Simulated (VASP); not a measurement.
Write the native input for VASP 6.6.1 that does the following.

```yaml
Task: density of states
Functional: LDA
Potentials_or_basis: VASP PAW LDA potentials, release 64 (K_sv)
Cutoff: 400 eV
k_mesh: 9 × 9 × 9
Occupations: fermi-dirac, width 0.05 eV
Spin: no spin polarisation
Dipole_correction: no
k_mesh_for_the_DOS: 14 × 14 × 14
Occupations_for_the_DOS: tetrahedron
Further_INCAR_settings: ALGO = Normal; EDIFF = 1e-06
```

K:

```xyz
1
Lattice="3.0290 0.0000 0.0000 0.0000 3.0290 0.0000 0.0000 0.0000 3.0290" Properties=species:S:1:pos:R:3 pbc="T T T"
K     0.0000    0.0000    0.0000
```

This cell differs from its parent crystal: volume scaled by 0.4.

These files were run (other wordings do the same):

POSCAR

```
K
1.0
    3.0290301768      0.0000000000      0.0000000000
    0.0000000000      3.0290301768      0.0000000000
    0.0000000000      0.0000000000      3.0290301768
K
1
Direct
    0.0000000000      0.0000000000      0.0000000000
```

INCAR.step1

```
PREC     = Accurate       # precision mode
ENCUT    = 400            # plane-wave cutoff, eV
EDIFF    = 1E-6           # SCF threshold, eV
ISMEAR   = -1             # smearing method
SIGMA    = 0.05           # smearing width, eV
LREAL    = False          # projectors in reciprocal space
LASPH    = True           # aspherical terms in the spheres
NELM     = 120            # most SCF steps
ALGO     = Normal         # electronic algorithm
ISIF     = 2              # what is computed and relaxed
LWAVE    = False          # write WAVECAR
LCHARG   = True           # write CHGCAR
NBANDS   = 10             # bands
GGA_COMPAT= False        
NEDOS    = 2001           # points of the DOS
LORBIT   = 11             # projections on sites
```

KPOINTS.step1

```
Automatic mesh
0
Gamma
  9 9 9
```

INCAR.step2

```
PREC     = Accurate       # precision mode
ENCUT    = 400            # plane-wave cutoff, eV
EDIFF    = 1E-6           # SCF threshold, eV
ISMEAR   = -5             # smearing method
SIGMA    = 0.05           # smearing width, eV
LREAL    = False          # projectors in reciprocal space
LASPH    = True           # aspherical terms in the spheres
NELM     = 120            # most SCF steps
ALGO     = Normal         # electronic algorithm
ISIF     = 2              # what is computed and relaxed
LWAVE    = False          # write WAVECAR
LCHARG   = False          # write CHGCAR
LORBIT   = 11             # projections on sites
NEDOS    = 1001           # points of the DOS
ICHARG   = 11             # starting density
GGA_COMPAT= False
```

KPOINTS.step2

```
Automatic mesh
0
Gamma
  14 14 14
```

Potentials or basis: VASP PAW LDA potentials, release 64 (K_sv).

Launch:

```console
$ cat potpaw_LDA.64/K_sv/POTCAR > POTCAR
$ cp INCAR.step1 INCAR
$ cp KPOINTS.step1 KPOINTS
$ mpirun -np 1 vasp_std > vasp.out
$ cp INCAR.step2 INCAR
$ cp KPOINTS.step2 KPOINTS
$ mpirun -np 1 vasp_std > vasp.out
```

It gave:

```json
{
 "Valence electrons inside the program's atomic spheres": "K 7.64"
}
```

It took 19 s on 1 thread of AMD EPYC 7R13, on a shared host, peak memory 0.1 GiB.
